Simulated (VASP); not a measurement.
# Ga18N17 (a cell with a defect) in VASP: single point with PBE

Aim: the single point of Ga18N17 (a cell with a defect) with PBE.

All numbers are computed with VASP 6.6.1; they aren't measurements. Logs are shortened: lines on timing, memory, paths and dates and some standing lists are left out, and cuts for length are marked.

## (1) The cell of the first run

The cell holds a defect, 35 atoms: a = 7.653 Å, b = 7.653 Å, c = 7.653 Å, α = 78.22°, β = 78.22°, γ = 78.22°.

## (2) Single point, PBE, collinear spin

Contents of INCAR:

```
SYSTEM = Ga18N17
ALGO = Normal
EDIFF = 1E-7
ENCUT = 520
GGA = PE
ISIF = 2
ISMEAR = 0
ISPIN = 2
KPAR = 2
LASPH = .TRUE.
LCHARG = .FALSE.
LORBIT = 11
LREAL = Auto
LWAVE = .FALSE.
MAGMOM = 0.5 0 0 0 0 0 0 0 0 0.5 0 0.5 0.5 0 0 0 0 0 0 0 0 0 0 0 0 0 0 0 0 0 0 0 0 0 0
NBANDS = 186
NELECT = 316.0
NELM = 150
PREC = Accurate
SIGMA = 0.02
```

Contents of KPOINTS:

```
Automatic mesh
0
Gamma
  2 2 2
  0.5 0.5 0.5
```

Contents of POSCAR:

```
Ga18N17
1.0
    4.8275356946      2.7871790329      5.2431089265
   -4.8275356947      2.7871790328      5.2431089265
    0.0000000001     -5.5743580657      5.2431089265
Ga N
18 17
Direct
    0.3603640814      0.3606478309      0.6944016667
    0.3868147470      0.7244024160      0.3884568458
    0.7241181609      0.0547075265      0.7208519042
    0.3868149523      0.0547063083      0.0581561644
    0.7241181203      0.3870982409      0.3884593493
    0.0544218383      0.7244035108      0.7208501141
    0.7216618780      0.7219500430      0.0556989749
    0.0555612897      0.0558483647      0.3895995873
    0.0544210526      0.3871002721      0.0581557475
    0.4314404613      0.8267899910      0.7654763737
    0.4453398787      0.1059922340      0.4397465009
    0.8264995020      0.4317289973      0.7654780185
    0.4314392220      0.4317294131      0.1605349225
    0.7808610255      0.7811493954      0.4435515906
    0.1057040411      0.1059936071      0.7793771807
    0.7808603655      0.1098021929      0.1148994855
    0.1057044570      0.4456273413      0.4397410363
    0.1095140249      0.7811503832      0.1148969366
    0.5163060702      0.8439757590      0.5136793426
    0.8436873465      0.1799312017      0.8503460551
    0.5163058782      0.1799287167      0.1777296519
    0.8436893763      0.5165953003      0.5136793369
    0.1796400329      0.8439796167      0.8503427138
    0.8464186627      0.8467064001      0.1804567152
    0.1832227755      0.1835103512      0.5172604612
    0.1796415782      0.5165959854      0.1777252146
    0.2341388620      0.5719010788      0.5681749997
    0.2366515316      0.9045012943      0.2382528843
    0.5716148545      0.2344244815      0.5681771422
    0.2341395047      0.2344245201      0.9056543693
    0.5699807039      0.5702637123      0.2376939518
    0.9042142643      0.9045029047      0.5706889952
    0.5699787932      0.9039448150      0.9040158273
    0.9042160898      0.2369378229      0.2382526788
    0.9036587048      0.5702657660      0.9040167615
```

Potentials or basis: VASP PAW PBE potentials, release 64 (Ga_d, N).

The run is started by

```bash
> cat potpaw_PBE.64/Ga_d/POTCAR potpaw_PBE.64/N/POTCAR > POTCAR
> mpirun -np 4 vasp_std > vasp.out
```

OUTCAR:

```text
SYSTEM = Ga18N17
   EDIFF = 1E-7
   ENCUT = 520
   GGA = PE
   ISIF = 2
   ISMEAR = 0
   ISPIN = 2
   LASPH = .TRUE.
   LORBIT = 11
   LREAL = Auto
   NELECT = 316.0
   NELM = 150
   PREC = Accurate

 ion  position               nearest neighbor table
   1  0.360  0.361  0.694-  29 1.89  30 1.89  27 1.89
   2  0.387  0.724  0.388-  28 1.95  19 1.96  27 1.97  31 1.98
   3  0.724  0.055  0.721-  32 1.95  20 1.96  29 1.97  33 1.98
   4  0.387  0.055  0.058-  28 1.95  21 1.96  30 1.97  33 1.98
   5  0.724  0.387  0.388-  34 1.95  22 1.96  29 1.97  31 1.98
   6  0.054  0.724  0.721-  32 1.95  23 1.96  27 1.97  35 1.98
   7  0.722  0.722  0.056-  24 1.96  33 1.97  31 1.97  35 1.97
   8  0.056  0.056  0.390-  34 1.96  32 1.96  28 1.96  25 2.01
   9  0.054  0.387  0.058-  34 1.95  26 1.96  30 1.97  35 1.98
  10  0.431  0.827  0.765-  33 1.89  19 1.89  23 1.89
  11  0.445  0.106  0.440-  19 1.96  21 1.96  25 1.97  29 2.01
  12  0.826  0.432  0.765-  35 1.89  20 1.89  22 1.89
  13  0.431  0.432  0.161-  31 1.89  26 1.89  21 1.89
  14  0.781  0.781  0.444-  24 1.96  32 1.96  22 1.97  19 1.97
  15  0.106  0.106  0.779-  23 1.96  20 1.96  25 1.97  30 2.01
  16  0.781  0.110  0.115-  24 1.96  34 1.96  20 1.97  21 1.97
  17  0.106  0.446  0.440-  22 1.96  26 1.96  25 1.97  27 2.01
[... 16 lines left out ...]
  34  0.904  0.237  0.238-   9 1.95   5 1.95   8 1.96  16 1.96
  35  0.904  0.570  0.904-  12 1.89   7 1.97   9 1.98   6 1.98

  LATTYP: Found a trigonal (rhomboedric) cell.
 ALAT       =     7.6526896618
 COS(alpha) =     0.2041104925

  Lattice vectors:

 A1 = (   4.8275356946,   2.7871790329,   5.2431089265)
 A2 = (  -4.8275356947,   2.7871790328,   5.2431089265)
 A3 = (   0.0000000001,  -5.5743580657,   5.2431089265)

Analysis of symmetry for initial positions (statically):
=====================================================================
 Subroutine PRICEL returns:
 Original cell was already a primitive cell.

 Routine SETGRP: Setting up the symmetry group for a
 trigonal (rhombohedral) supercell.

 Subroutine GETGRP returns: Found  6 space group operations
 (whereof  1 operations were pure point group operations)
 out of a pool of 12 trial point group operations.

The static configuration has the point symmetry C_1 .
 The point group associated with its full space group is C_3v.

Analysis of symmetry for dynamics (positions and initial velocities):
=====================================================================
 Subroutine PRICEL returns:
 Original cell was already a primitive cell.

[... 211 lines left out ...]
  ext. energy  EPLUGINS =         0.00000000
  ---------------------------------------------------
  free energy    TOTEN  =      -225.02302633 eV

  energy without entropy =     -225.02302633  energy(sigma->0) =     -225.02302633

 E-fermi :   4.7271     XC(G=0): -11.2504

 val. band max:        4.5877336996   @ k =   0.2500   0.2500   0.2500
 cond. band min:       6.0743085299   @ k =   0.2500   0.2500   0.2500
 fundamental gap:      1.4865748303
 Fermi energy:         4.7270936160

 spin component 1

 k-point     1 :       0.2500    0.2500    0.2500
  band No.  band energies     occupation
      1     -10.8695      1.00000
      2     -10.4874      1.00000
      3     -10.4872      1.00000
      4     -10.3512      1.00000
      5     -10.3390      1.00000
      6     -10.3388      1.00000
[... 335 lines left out ...]
    169      10.1706      0.00000
    170      10.2506      0.00000
 Fermi energy:         4.7270936160

 spin component 2

 k-point     1 :       0.2500    0.2500    0.2500
  band No.  band energies     occupation
      1     -10.8695      1.00000
      2     -10.4874      1.00000
      3     -10.4872      1.00000
      4     -10.3512      1.00000
      5     -10.3390      1.00000
      6     -10.3388      1.00000
[... 335 lines left out ...]
    169      10.1706      0.00000
    170      10.2506      0.00000
 [bands above 170 left out]

------------------------ aborting loop because EDIFF is reached ----------------------------------------

  FORCE on cell =-STRESS in cart. coord.  units (eV):
  Direction    XX          YY          ZZ          XY          YZ          ZX
  --------------------------------------------------------------------------------------
  -------------------------------------------------------------------------------------
  Total      -20.3535475    -20.3535475    -21.3562102      0.0000000     -0.0000000      0.0000000
  in kB      -77.0406975    -77.0406975    -80.8359003      0.0000000     -0.0000000      0.0000000
  external PRESSURE =     -78.3057651 kB  Pullay stress =       0.0000000 kB

 VOLUME and BASIS-vectors are now :
 -----------------------------------------------------------------------------
  energy-cutoff  :      520.00
  volume of cell :      423.28
      direct lattice vectors                 reciprocal lattice vectors
     4.827535695  2.787179033  5.243108926     0.103572512  0.059797618  0.063575512
    -4.827535695  2.787179033  5.243108926    -0.103572512  0.059797618  0.063575512
     0.000000000 -5.574358066  5.243108926     0.000000000 -0.119595236  0.063575512

 POSITION                                       TOTAL-FORCE (eV/Angst)
 -----------------------------------------------------------------------------------
     -0.00137     -1.86125      7.42117         0.000000      0.000000     -0.005295
     -1.62972      0.93176      7.86295        -0.003906      0.000475      0.000650
      3.23160     -1.84756      7.86297         0.002364      0.003145      0.000650
      1.60327      0.90642      2.61986        -0.001541     -0.003620      0.000650
      1.62698      0.93175      7.86296         0.003906      0.000475      0.000650
     -3.23436     -1.84755      7.86296        -0.002364      0.003145      0.000650
[... 27 lines left out ...]
      3.22131      1.85249      7.23238        -0.003604      0.002081      0.001960
      1.60947     -0.93122     12.46780        -0.002752     -0.001589     -0.012314
 -----------------------------------------------------------------------------------
    total drift:                               -0.315585      0.148427     -0.013814

  FREE ENERGIE OF THE ION-ELECTRON SYSTEM (eV)
  ---------------------------------------------------
  free  energy   TOTEN  =      -225.0230263271 eV

  energy  without entropy=     -225.0230263271  energy(sigma->0) =     -225.02302633

 total charge

# of ion       s       p       d       tot
------------------------------------------
    1        0.835   0.819  10.141  11.794
    2        0.768   0.843  10.161  11.771
    3        0.768   0.843  10.161  11.771
    4        0.768   0.843  10.161  11.771
    5        0.768   0.843  10.161  11.771
    6        0.768   0.843  10.161  11.771
[... 27 lines left out ...]
   34        1.221   2.494   0.000   3.715
   35        1.227   2.486   0.000   3.712
--------------------------------------------------
tot         34.946  57.303 182.768 275.018

 magnetization (x)

# of ion       s       p       d       tot
------------------------------------------
    1       -0.000  -0.000  -0.000  -0.000
    2        0.000   0.000  -0.000   0.000
    3        0.000   0.000  -0.000   0.000
    4        0.000   0.000  -0.000   0.000
    5        0.000   0.000  -0.000   0.000
    6        0.000   0.000  -0.000   0.000
[... 27 lines left out ...]
   34        0.000   0.000   0.000   0.000
   35        0.000  -0.000   0.000  -0.000
--------------------------------------------------
tot          0.000   0.000  -0.000   0.000
```

stdout:

```text
POSCAR found type information on POSCAR GaN
 POSCAR found :  2 types and      35 ions
 scaLAPACK will be used
 LDA part: xc-table for (Slater+PW92), standard interpolation
 POSCAR, INCAR and KPOINTS ok, starting setup
 FFT: planning ... GRIDC
 FFT: planning ... GRID_SOFT
 FFT: planning ... GRID
 WAVECAR not read
 entering main loop
 the old and the new charge density differ
 old charge density:   319.00000 new  316.00001
BRMIX: very serious problems
 the old and the new charge density differ
 old charge density:   319.00000 new  316.00001
    0.318E+01
```

Run time: 4 min. Hardware: 4 MPI ranks of Intel Xeon Platinum 8559C (Emerald Rapids), shared host; peak memory 0.48 GiB.

Results:

| Property | Result |
| --- | --- |
| Free energy | -225.0230 eV |
| Largest force | 0.013 eV/Å |
| Net moment | 0.00 μB per cell |
| Valence electrons inside the program's atomic spheres | Ga 11.79, 11.77, 11.74, 11.76, 11.80 (each value once); N 3.72, 3.71, 3.69 (each value once) |

Forces in eV/Å, atoms in the order of the input:
```
Ga   0.000  0.000 -0.005
Ga  -0.004  0.000  0.001
Ga   0.002  0.003  0.001
Ga  -0.002 -0.004  0.001
Ga   0.004  0.000  0.001
Ga  -0.002  0.003  0.001
Ga   0.000  0.000  0.009
Ga   0.000  0.000  0.000
Ga   0.002 -0.004  0.001
Ga   0.002 -0.001  0.002
Ga  -0.005 -0.003 -0.005
Ga  -0.002 -0.001  0.002
Ga   0.000  0.002  0.002
Ga   0.000  0.003  0.001
Ga   0.000  0.006 -0.005
Ga   0.002 -0.001  0.001
Ga   0.005 -0.003 -0.005
Ga  -0.002 -0.001  0.001
N    0.002 -0.010  0.000
N   -0.010  0.003  0.000
N   -0.008  0.007  0.000
N   -0.002 -0.010  0.000
N    0.010  0.003  0.000
N    0.000  0.000  0.000
N    0.000  0.000  0.003
N    0.008  0.007  0.000
N    0.007 -0.004  0.010
N    0.004  0.002  0.002
N   -0.007 -0.004  0.010
N    0.000  0.008  0.010
N    0.000  0.003 -0.012
N    0.000 -0.004  0.002
N    0.003 -0.002 -0.012
N   -0.004  0.002  0.002
N   -0.003 -0.002 -0.012
```

Caveat: the cell carries a net charge on a neutralising background, which shifts energy and pressure; the cell is charged against a uniform background, so pressure and absolute levels hang on convention.
